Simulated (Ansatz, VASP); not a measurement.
# One calculation of Pt, two programs

```
Pt
1.0
     2.67249    0.00000    0.00000
    -1.33624    2.31444    0.00000
     0.00000    0.00000    2.66720
Pt
1
Direct
  0.00000 0.00000 0.00000
```

Alike in both runs: functional r2SCAN; k mesh 9 × 9 × 6; occupations gaussian, width 0.1 eV; no spin polarisation.

Ansatz relaxed the structure, and its values are those at the end. VASP's run is a single point on that final structure, the one shown.

|  | VASP | Ansatz |
| --- | --- | --- |
| version | VASP 6.6.1 | Ansatz 0.2.0 |
| potentials or method | VASP PAW PBE potentials, release 64 (Pt_sv_GW), cutoff 550 eV | scalar-relativistic, plane waves, PAW |
| valence electrons in the cell | 18 | 18 |

Ansatz gave:

```
gap on the k mesh at the Fermi level (eV) : none
pressure (GPa)                            : 0.1
```

What did VASP give for the same quantities?

gap on the k mesh at the Fermi level (eV): none; pressure (GPa): -1.9.

VASP's potentials were made for PBE, not for r2SCAN. A gap of «none» marks a metal or a gap that the smearing closes.

The k mesh is coarse, so the values compare programs but aren't converged. Neither program's run includes spin-orbit coupling.
